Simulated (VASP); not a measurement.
# Al (Im-3m) in VASP: notebook, part 2 of 2

VASP 6.6.1.

## (3) Single point, r2SCAN (volume scaled by 0.91)

File POSCAR:

```
Al
1.0
   -1.5450262297      1.5450262297      1.5450262297
    1.5450262297     -1.5450262297      1.5450262297
    1.5450262297      1.5450262297     -1.5450262297
Al
1
Direct
    0.0000000000      0.0000000000      0.0000000000
```

File INCAR.step1:

```
SYSTEM = Al
ALGO = Normal
EDIFF = 1E-4
ENCUT = 520
GGA = PE
ISMEAR = 0
LASPH = .True.
LCHARG = .False.
LREAL = .False.
LWAVE = .True.
NBANDS = 8
NELM = 60
PREC = Accurate
SIGMA = 0.1
```

File INCAR.step2:

```
SYSTEM = Al
ALGO = Normal
EDIFF = 1E-6
ENCUT = 520
ISIF = 2
ISMEAR = 0
ISTART = 1
LASPH = .True.
LCHARG = .False.
LMIXTAU = .True.
LREAL = .False.
LWAVE = .False.
METAGGA = R2SCAN
NBANDS = 8
NELM = 60
PREC = Accurate
SIGMA = 0.1
```

File KPOINTS:

```
k-points
0
Gamma
  18 18 18
  0 0 0
```

Potentials or basis: VASP PAW PBE potentials, release 64 (Al).

Started as:

```bash
$ cat potpaw_PBE.64/Al/POTCAR > POTCAR
$ cp INCAR.step1 INCAR
$ mpirun -np 1 vasp_std > vasp.out
$ cp INCAR.step2 INCAR
$ mpirun -np 1 vasp_std > vasp.out
```

OUTCAR:

```text
SYSTEM = Al
   EDIFF = 1E-6
   ENCUT = 520
   ISIF = 2
   ISMEAR = 0
   ISTART = 1
   LASPH = .True.
   LREAL = .False.
   METAGGA = R2SCAN
   NELM = 60
   PREC = Accurate

 ion  position               nearest neighbor table
   1  0.000  0.000  0.000-

  LATTYP: Found a body centered cubic cell.
 ALAT       =     3.0900524594

  Lattice vectors:

 A1 = (  -1.5450262297,   1.5450262297,   1.5450262297)
 A2 = (   1.5450262297,  -1.5450262297,   1.5450262297)
 A3 = (   1.5450262297,   1.5450262297,  -1.5450262297)

Analysis of symmetry for initial positions (statically):
=====================================================================
 Subroutine PRICEL returns:
 Original cell was already a primitive cell.

 Routine SETGRP: Setting up the symmetry group for a
 body centered cubic supercell.

 Subroutine GETGRP returns: Found 48 space group operations
 (whereof 48 operations were pure point group operations)
 out of a pool of 48 trial point group operations.

The static configuration has the point symmetry O_h .

Analysis of symmetry for dynamics (positions and initial velocities):
=====================================================================
 Subroutine PRICEL returns:
 Original cell was already a primitive cell.

 Routine SETGRP: Setting up the symmetry group for a
 body centered cubic supercell.

 Subroutine GETGRP returns: Found 48 space group operations
 (whereof 48 operations were pure point group operations)
 out of a pool of 48 trial point group operations.

The dynamic configuration has the point symmetry O_h .

 Subroutine INISYM returns: Found 48 space group operations
 (whereof 48 operations are pure point group operations),
 and found     1 'primitive' translations

----------------------------------------------------------------------------------------

                                     Primitive cell

  volume of cell :      14.7526

  direct lattice vectors                    reciprocal lattice vectors
    -1.545026230  1.545026230  1.545026230     0.000000000  0.323619101  0.323619101
     1.545026230 -1.545026230  1.545026230     0.323619101  0.000000000  0.323619101
     1.545026230  1.545026230 -1.545026230     0.323619101  0.323619101  0.000000000

  length of vectors
     2.676063929  2.676063929  2.676063929     0.457666522  0.457666522  0.457666522

  position of ions in fractional coordinates (direct lattice)
     0.000000000  0.000000000  0.000000000

  ion indices of the primitive-cell ions
   primitive index   ion index
                 1           1

----------------------------------------------------------------------------------------

 KPOINTS: k-points

Automatic generation of k-mesh.
 Grid dimensions read from file:
 generate k-points for:   18   18   18

 Generating k-lattice:

  Cartesian coordinates                     Fractional coordinates (reciprocal lattice)
     0.000000000  0.017978839  0.017978839     0.055555556  0.000000000  0.000000000
     0.017978839  0.000000000  0.017978839     0.000000000  0.055555556  0.000000000
     0.017978839  0.017978839  0.000000000     0.000000000  0.000000000  0.055555556

  Length of vectors
     0.025425918  0.025425918  0.025425918

  Shift w.r.t. Gamma in fractional coordinates (k-lattice)
     0.000000000  0.000000000  0.000000000

 Subroutine IBZKPT returns following result:
 ===========================================

 Found    195 irreducible k-points:

 Following reciprocal coordinates:
            Coordinates               Weight
  0.000000  0.000000  0.000000      1.000000
  0.055556  0.000000  0.000000     12.000000
  0.111111  0.000000  0.000000     12.000000
  0.166667  0.000000  0.000000     12.000000
  0.222222  0.000000  0.000000     12.000000
  0.277778  0.000000  0.000000     12.000000
[... 16 lines left out ...]
  0.333333  0.111111  0.000000     48.000000
  0.388889  0.111111  0.000000     48.000000
 [... further k-points ...]
   k-points           NKPTS =    195   k-points in BZ     NKDIM =    195   number of bands    NBANDS=      8
   number of dos      NEDOS =    301   number of ions     NIONS =      1
   total plane-waves  NPLWV =   8000
   dimension x,y,z NGX =    20 NGY =   20 NGZ =   20
   dimension x,y,z NGXF=    40 NGYF=   40 NGZF=   40
   ions per type =               1
   NGX,Y,Z   is equivalent  to a cutoff of  12.42, 12.42, 12.42 a.u.
   NGXF,Y,Z  is equivalent  to a cutoff of  24.85, 24.85, 24.85 a.u.
 SYSTEM =  Al
   PREC   = accura    normal or accurate (medium, high low for compatibility)
   ISTART =      1    job   : 0-new  1-cont  2-samecut
   ICHARG =      0    charge: 1-file 2-atom 10-const
   ISPIN  =      1    spin polarized calculation?
   LNONCOLLINEAR =      F non collinear calculations
   LSORBIT =      F    spin-orbit coupling
   LASPH  =      T    aspherical Exc in radial PAW
   ENCUT  =  520.0 eV  38.22 Ry    6.18 a.u.   4.98  4.98  4.98*2*pi/ulx,y,z
   NELM   =     60;   NELMIN=  2; NELMDL=  0     # of ELM steps
   EDIFF  = 0.1E-05   stopping-criterion for ELM
   LREAL  =      F    real-space projection
   EDIFFG = 0.1E-04   stopping-criterion for IOM
   NSW    =      0    number of steps for IOM
   IBRION =     -1    ionic relax: 0-MD 1-quasi-New 2-CG
   NFREE  =      0    steps in history (QN), initial steepest desc. (CG)
   ISIF   =      2    stress and relaxation
   ISYM   =      2    0-nonsym 1-usesym 2-fastsym
   POTIM  = 0.5000    time-step for ionic-motion
   TEBEG  =    0.0;   TEEND  =   0.0 temperature during run
   PSTRESS=    0.0 pullay stress
   NELECT =       3.0000    total number of electrons
   NUPDOWN=      -1.0000    fix difference up-down
   EMIN   =  10.00;   EMAX   =-10.00  energy-range for DOS
   EFERMI =   0.00;   METHOD = LEGACY
   ISMEAR =     0;   SIGMA  =   0.10  broadening in eV -4-tet -1-fermi 0-gaus
   EFERMI_NEDOS =   21; number of points for ismear=-14 and -15
   IALGO  =     38    algorithm
   IMIX   =      4    mixing-type and parameters
     AMIX     =   0.40;   BMIX     =  1.00
     AMIX_MAG =   1.60;   BMIX_MAG =  1.00
  volume/ion in A,a.u.               =      14.75        99.56
  Fermi-wavevector in a.u.,A,eV,Ry     =   0.962704  1.819247 12.609863  0.926799
  Thomas-Fermi vector in A             =   2.092186
   LORBIT       =      0    0 simple, 1 ext, 2 COOP (PROOUT), +10 PAW based schemes
   METAGGA = R2SCAN    functional components
   LHFCALC =     F    Hartree Fock is set to
   AEXX    =    0.0000 exact exchange contribution
   IVDW    =     0    specifies the selected vdW correction
   LEPSILON=     F    determine dielectric tensor
   LRPA    =     F    only Hartree local field effects (RPA)
 non-spin polarized calculation
 Gauss-broadening in eV      SIGMA  =   0.10
  energy-cutoff  :      520.00
  volume of cell :       14.75
 maximum number of plane-waves:       418
   NGX =  9   NGY =  9   NGZ =  9

 number of electron       3.0000000 magnetization

 Free energy of the ion-electron system (eV)
  ---------------------------------------------------
  ext. energy  EPLUGINS =         0.00000000
  ---------------------------------------------------
  free energy    TOTEN  =        -6.59011681 eV

  energy without entropy =       -6.58820899  energy(sigma->0) =       -6.58916290

 E-fermi :   9.3065     XC(G=0): -11.3386

 val. band max:        9.2745032812   @ k =  -0.3889   0.3889   0.1667
 cond. band min:       9.3118415967   @ k =   0.2778   0.2778   0.0556
 fundamental gap:      0.0373383155
 Fermi energy:         9.3064954573

 k-point     1 :       0.0000    0.0000    0.0000
  band No.  band energies     occupation
      1      -3.4233      2.00000
      2      24.0031      0.00000
      3      24.0031      0.00000
      4      24.0031      0.00000
      5      27.0053      0.00000
      6      27.0053      0.00000
      7      27.0053      0.00000
      8      27.4275      0.00000

 k-point     2 :       0.0556    0.0000    0.0000
  band No.  band energies     occupation
      1      -3.3218      2.00000
      2      22.9111      0.00000
      3      23.5088      0.00000
      4      23.5611      0.00000
      5      26.1089      0.00000
      6      26.4885      0.00000
      7      27.2967      0.00000
      8      27.6650      0.00000
[... 221 lines left out ...]
 k-point    23 :       0.3333    0.1111    0.0000
  band No.  band energies     occupation
      1       1.7425      2.00000
      2       8.7253      2.00000
      3      15.3767      0.00000
      4      18.8570      0.00000
      5      22.5956      0.00000
      6      25.7152      0.00000
      7      29.4304      0.00000
      8      33.6537      0.00000

 k-point    24 :       0.3889    0.1111    0.0000
  band No.  band energies     occupation
      1       3.1714      2.00000
      2       6.7770      2.00000
      3      15.0992      0.00000
      4      18.6071      0.00000
      5      22.3385      0.00000
      6      25.5601      0.00000
      7      30.4265      0.00000
      8      33.3935      0.00000

 [... further k-points ...]
[... 5 lines left out ...]
  --------------------------------------------------------------------------------------
  -------------------------------------------------------------------------------------
  Total        0.8348164      0.8348164      0.8348164     -0.0000000     -0.0000000     -0.0000000
  in kB       90.6638166     90.6638166     90.6638166     -0.0000000     -0.0000000     -0.0000000
  external PRESSURE =      90.6638166 kB  Pullay stress =       0.0000000 kB

 VOLUME and BASIS-vectors are now :
 -----------------------------------------------------------------------------
  energy-cutoff  :      520.00
  volume of cell :       14.75
      direct lattice vectors                 reciprocal lattice vectors
    -1.545026230  1.545026230  1.545026230     0.000000000  0.323619101  0.323619101
     1.545026230 -1.545026230  1.545026230     0.323619101  0.000000000  0.323619101
     1.545026230  1.545026230 -1.545026230     0.323619101  0.323619101  0.000000000

 POSITION                                       TOTAL-FORCE (eV/Angst)
 -----------------------------------------------------------------------------------
      0.00000      0.00000      0.00000         0.000000      0.000000      0.000000
 -----------------------------------------------------------------------------------
    total drift:                                0.000000      0.000000     -0.000000

  FREE ENERGIE OF THE ION-ELECTRON SYSTEM (eV)
  ---------------------------------------------------
  free  energy   TOTEN  =        -6.5901168105 eV

  energy  without entropy=       -6.5882089862  energy(sigma->0) =       -6.58916290
```

It took 26 s on 1 thread of Intel Xeon 6975P-C (Granite Rapids), shared host; peak memory 0.13 GiB.

Results:

- Free energy: -6.5901 eV
- Pressure: 9.1 GPa

Levels at points of the mesh, in eV from the Fermi level:
```csv
k point,band 1,band 2,band 3,band 4,band 5,band 6
"(0.00, 0.00, 0.00)",-12.73,14.70,14.70,14.70,17.70,17.70
"(0.50, 0.00, 0.00)",-5.21,-4.20,8.89,9.72,11.41,13.25
"(0.50, 0.50, 0.50)",2.17,2.17,2.17,2.72,2.72,7.93
```

Caveat: the PAW data sets were made with another functional, which shifts forces and pressure a little.
